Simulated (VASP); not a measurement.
# MgZn7O8 (P3m1) in VASP: electric field gradients with r2SCAN

Aim: the electric field gradients of MgZn7O8 with r2SCAN.

All numbers are computed with VASP 6.6.1; they aren't measurements. Logs are shortened: lines on timing, memory, paths and dates and some standing lists are left out, and cuts for length are marked.

## (1) The cell of the first run

Symmetry: P3m1, No. 156, trigonal system. Conventional cell: a = 6.490 Å, b = 6.490 Å, c = 5.202 Å, α = 90.00°, β = 90.00°, γ = 120.00°. Within 2.6 Å of Mg (site symmetry 3m) lie 4 O at 1.96 to 1.97 Å. Zn (site symmetry m) has 4 O at 1.97 to 1.99 Å within 2.6 Å. Within 2.6 Å of Zn (site symmetry m) lie 4 O at 1.97 to 1.98 Å. Zn (site symmetry 3m) has 4 O at 1.97 to 1.99 Å within 2.6 Å. O (site symmetry 3m) has 1 Mg at 1.97 Å and 3 Zn at 1.98 Å within 2.6 Å. Within 2.6 Å of O (site symmetry 3m) lie 4 Zn at 1.98 to 1.99 Å. O (site symmetry m) has 4 Zn at 1.97 to 1.99 Å within 2.6 Å. O (site symmetry m) has 1 Mg at 1.96 Å and 3 Zn at 1.97 to 1.98 Å within 2.6 Å.

## (2) Electric field gradients, r2SCAN

Input file POSCAR:

```
MgZn7O8
1.0
    6.4903883133      0.0000000000      0.0000000000
   -3.2451941567      5.6208411598      0.0000000000
    0.0000000000      0.0000000000      5.2022117000
Mg Zn O
1 7 8
Direct
    0.0000000000      0.0000000000      0.4993885500
    0.4992161450      0.9984322900      0.4976126900
    0.1667224200      0.8332775800      0.0002922300
    0.6665551600      0.8332775800      0.0002922300
    0.0015677100      0.5007838550      0.4976126900
    0.4992161450      0.5007838550      0.4976126900
    0.1667224200      0.3334448400      0.0002922300
    0.6666666667      0.3333333333      0.9983388700
    0.0000000000      0.0000000000      0.8786582600
    0.6666666667      0.3333333333      0.3800683800
    0.0003723800      0.5001861900      0.8795683200
    0.4998138100      0.5001861900      0.8795683200
    0.4998138100      0.9996276200      0.8795683200
    0.1656674800      0.8343325200      0.3810435200
    0.6686650400      0.8343325200      0.3810435200
    0.1656674800      0.3313349600      0.3810435200
```

Input file INCAR.step1:

```
SYSTEM = MgZn7O8
ALGO = Normal
EDIFF = 1E-4
ENCUT = 520
GGA = PE
ISMEAR = -1
LASPH = .TRUE.
LCHARG = .FALSE.
LREAL = Auto
LWAVE = .TRUE.
NBANDS = 81
NELM = 100
PREC = Accurate
SIGMA = 0.02
```

Input file INCAR.step2:

```
SYSTEM = MgZn7O8
ALGO = Normal
EDIFF = 1E-8
ENCUT = 520
ISIF = 2
ISMEAR = -1
ISTART = 1
LASPH = .TRUE.
LCHARG = .FALSE.
LEFG = .TRUE.
LMIXTAU = .TRUE.
LREAL = Auto
LWAVE = .FALSE.
METAGGA = R2SCAN
NBANDS = 81
NELM = 100
PREC = Accurate
SIGMA = 0.02
```

Input file KPOINTS:

```
k-points
0
G
  4 4 5
  0 0 0
```

Potentials or basis: VASP PAW PBE potentials, release 64 (Mg, Zn, O).

On the command line:

```console
cat potpaw_PBE.64/Mg/POTCAR potpaw_PBE.64/Zn/POTCAR potpaw_PBE.64/O/POTCAR > POTCAR
cp INCAR.step1 INCAR
mpirun -np 1 vasp_std > vasp.out
cp INCAR.step2 INCAR
mpirun -np 1 vasp_std > vasp.out
```

OUTCAR:

```text
SYSTEM = MgZn7O8
   EDIFF = 1E-8
   ENCUT = 520
   ISIF = 2
   ISMEAR = -1
   ISTART = 1
   LASPH = .TRUE.
   LREAL = Auto
   METAGGA = R2SCAN
   NELM = 100
   PREC = Accurate

 ion  position               nearest neighbor table
   1  0.000  0.000  0.499-  15 1.96  14 1.96  16 1.96   9 1.97   4 3.20   3 3.20   7 3.20   4 3.21
                             3 3.21   7 3.21   2 3.25   2 3.25   6 3.25   6 3.25   5 3.25   5 3.25
   2  0.499  0.998  0.498-  14 1.97  15 1.97  10 1.98  13 1.99   1 3.25   1 3.25
   3  0.167  0.833  0.000-  13 1.97  11 1.97   9 1.98  14 1.98   1 3.20   1 3.21
   4  0.667  0.833  0.000-  13 1.97  12 1.97   9 1.98  15 1.98   1 3.20   1 3.21
   5  0.002  0.501  0.498-  16 1.97  14 1.97  10 1.98  11 1.99   1 3.25   1 3.25
   6  0.499  0.501  0.498-  16 1.97  15 1.97  10 1.98  12 1.99   1 3.25   1 3.25
   7  0.167  0.333  0.000-  12 1.97  11 1.97   9 1.98  16 1.98   1 3.20   1 3.21
   8  0.667  0.333  0.998-  11 1.97  13 1.97  12 1.97  10 1.99
   9  0.000  0.000  0.879-   1 1.97   4 1.98   3 1.98   7 1.98
  10  0.667  0.333  0.380-   5 1.98   2 1.98   6 1.98   8 1.99
  11  0.000  0.500  0.880-   7 1.97   3 1.97   8 1.97   5 1.99
  12  0.500  0.500  0.880-   7 1.97   4 1.97   8 1.97   6 1.99
  13  0.500  1.000  0.880-   3 1.97   4 1.97   8 1.97   2 1.99
  14  0.166  0.834  0.381-   1 1.96   2 1.97   5 1.97   3 1.98
  15  0.669  0.834  0.381-   1 1.96   2 1.97   6 1.97   4 1.98
  16  0.166  0.331  0.381-   1 1.96   6 1.97   5 1.97   7 1.98

  LATTYP: Found a hexagonal cell.
 ALAT       =     6.4903883133
 C/A-ratio  =     0.8015254941

  Lattice vectors:

 A1 = (   6.4903883133,   0.0000000000,   0.0000000000)
 A2 = (  -3.2451941567,   5.6208411598,   0.0000000000)
 A3 = (   0.0000000000,   0.0000000000,   5.2022117000)

Analysis of symmetry for initial positions (statically):
=====================================================================
 Subroutine PRICEL returns:
 Original cell was already a primitive cell.

 Routine SETGRP: Setting up the symmetry group for a
 hexagonal supercell.

 Subroutine GETGRP returns: Found  6 space group operations
 (whereof  6 operations were pure point group operations)
 out of a pool of 24 trial point group operations.

The static configuration has the point symmetry C_3v.
[... 1334 lines left out ...]

  FORCE on cell =-STRESS in cart. coord.  units (eV):
  Direction    XX          YY          ZZ          XY          YZ          ZX
  --------------------------------------------------------------------------------------
  -------------------------------------------------------------------------------------
  Total        0.0639682      0.0639682      0.3561426     -0.0000000      0.0000000      0.0000000
  in kB        0.5400256      0.5400256      3.0065923     -0.0000000      0.0000000      0.0000000
  external PRESSURE =       1.3622145 kB  Pullay stress =       0.0000000 kB

 VOLUME and BASIS-vectors are now :
 -----------------------------------------------------------------------------
  energy-cutoff  :      520.00
  volume of cell :      189.78
      direct lattice vectors                 reciprocal lattice vectors
     6.490388313  0.000000000  0.000000000     0.154073986  0.088954657  0.000000000
    -3.245194157  5.620841160  0.000000000     0.000000000  0.177909315  0.000000000
     0.000000000  0.000000000  5.202211700     0.000000000  0.000000000  0.192225933

 POSITION                                       TOTAL-FORCE (eV/Angst)
 -----------------------------------------------------------------------------------
      0.00000      0.00000      2.59792         0.000000     -0.000000      0.030837
     -0.00000      5.61203      2.58869        -0.000000      0.006330      0.018096
     -1.62205      4.68372      0.00152         0.000207     -0.000120     -0.026886
      1.62205      4.68372      0.00152        -0.000207     -0.000120     -0.026886
     -1.61497      2.81483      2.58869        -0.005482     -0.003165      0.018096
      1.61497      2.81483      2.58869         0.005482     -0.003165      0.018096
[... 8 lines left out ...]
      1.63232      4.68965      1.98227         0.037727      0.021782      0.010101
     -0.00000      1.86238      1.98227         0.000000     -0.043564      0.010101
 -----------------------------------------------------------------------------------
    total drift:                               -0.000048      0.000032     -0.232467

  FREE ENERGIE OF THE ION-ELECTRON SYSTEM (eV)
  ---------------------------------------------------
  free  energy   TOTEN  =      -143.0855594799 eV

  energy  without entropy=     -143.0855594799  energy(sigma->0) =     -143.08555948

 Electric field gradients (V/A^2)
---------------------------------------------------------------------
 ion       V_xx      V_yy      V_zz      V_xy      V_xz      V_yz
---------------------------------------------------------------------
   1      -1.181    -1.182     2.363    -0.001     0.000    -0.000
   2      -7.509    -0.909     8.419     0.001     0.000    -1.061
   3      -1.647    -1.691     3.338    -0.039     0.574    -0.332
   4      -1.647    -1.691     3.338     0.036    -0.574    -0.332
   5      -2.560    -5.859     8.419     2.858     0.919     0.530
   6      -2.559    -5.862     8.421    -2.861    -0.919     0.531
[... 8 lines left out ...]
  15     -16.776     7.380     9.396   -20.926   -13.593    -7.848
  16      19.464   -28.859     9.396    -0.003     0.000    15.695
---------------------------------------------------------------------

 Electric field gradients after diagonalization (V/A^2)
 (convention: |V_zz| > |V_xx| > |V_yy|)
----------------------------------------------------------------------
 ion       V_xx      V_yy      V_zz     asymmetry (V_yy - V_xx)/ V_zz
----------------------------------------------------------------------
   1      -1.183    -1.180     2.363       0.001
   2      -7.509    -1.029     8.538       0.759
   3      -1.714    -1.712     3.426       0.001
   4      -1.715    -1.711     3.425       0.001
   5      -7.509    -1.029     8.538       0.759
   6      -7.514    -1.026     8.540       0.760
[... 8 lines left out ...]
  15      19.464    15.011   -34.475       0.129
  16      19.464    15.011   -34.475       0.129
----------------------------------------------------------------------

           NMR quadrupolar parameters

 Cq : quadrupolar parameter    Cq=e*Q*V_zz/h
 eta: asymmetry parameters     (V_yy - V_xx)/ V_zz
 Q  : nuclear electric quadrupole moment in mb (millibarn)
----------------------------------------------------------------------
 ion       Cq(MHz)       eta       Q (mb)
----------------------------------------------------------------------
   1       0.006       0.001       1.000
   2       0.021       0.759       1.000
   3       0.008       0.001       1.000
   4       0.008       0.001       1.000
   5       0.021       0.759       1.000
   6       0.021       0.760       1.000
[... 8 lines left out ...]
  15      -0.083       0.129       1.000
  16      -0.083       0.129       1.000
----------------------------------------------------------------------
```

OUTCAR.step1:

```text
SYSTEM = MgZn7O8
   EDIFF = 1E-4
   ENCUT = 520
   GGA = PE
   ISMEAR = -1
   LASPH = .TRUE.
   LREAL = Auto
   NELM = 100
[... 1403 lines left out ...]
      1.61497      2.81483      2.58869         0.002809     -0.001622      0.002682
[... 8 lines left out ...]
      1.63232      4.68965      1.98227         0.107005      0.061780      0.033599
     -0.00000      1.86238      1.98227         0.000000     -0.123559      0.033599
 -----------------------------------------------------------------------------------
    total drift:                                0.000000      0.000002     -0.042117

  FREE ENERGIE OF THE ION-ELECTRON SYSTEM (eV)
  ---------------------------------------------------
  free  energy   TOTEN  =       -74.1837613671 eV

  energy  without entropy=      -74.1837613671  energy(sigma->0) =      -74.18376137
```

Wall time 13 min (1 thread of Intel Xeon Platinum 8559C (Emerald Rapids), shared host); peak memory 0.4 GiB.

Results:

* Free energy: -143.0856 eV
* Pressure: 0.1 GPa
* Largest force: 0.045 eV/Å
* Band gap on the k mesh: 1.53 eV, direct

Forces on the atoms (eV/Å):
```
Mg   0.000  0.000  0.031
Zn   0.000  0.006  0.018
Zn   0.000  0.000 -0.027
Zn   0.000  0.000 -0.027
Zn  -0.005 -0.003  0.018
Zn   0.005 -0.003  0.018
Zn   0.000  0.000 -0.027
Zn   0.000  0.000 -0.002
O    0.000  0.000 -0.042
O    0.000  0.000 -0.010
O   -0.013 -0.008  0.006
O    0.013 -0.008  0.006
O    0.000  0.016  0.006
O   -0.038  0.022  0.010
O    0.038  0.022  0.010
O    0.000 -0.044  0.010
```

Stress tensor (GPa, compression positive):
```
0.05 0.00 0.00
0.00 0.05 0.00
0.00 0.00 0.30
```

Electric field gradients, principal values (V/Å²):
```tsv
atom	least	middle	greatest (by size)
1 Mg	-1.180	-1.183	2.363
2 Zn	-1.029	-7.509	8.538
3 Zn	-1.712	-1.714	3.426
4 Zn	-1.711	-1.715	3.425
5 Zn	-1.029	-7.509	8.538
6 Zn	-1.026	-7.514	8.540
7 Zn	-1.711	-1.715	3.425
8 Zn	-3.127	-3.130	6.256
9 O	17.725	17.733	-35.459
10 O	1.347	1.356	-2.703
11 O	1.144	1.372	-2.516
12 O	1.138	1.378	-2.516
13 O	1.144	1.372	-2.516
14 O	15.012	19.458	-34.470
15 O	15.011	19.464	-34.475
16 O	15.011	19.464	-34.475
```

Caveat: without QUAD_EFG the Cq values of the log hold for a quadrupole moment of 1 mb, not for the nuclei; the PAW data sets were made with another functional, which shifts forces and pressure a little. r2SCAN opens gaps a little over a GGA but as a rule still falls short of measured ones.
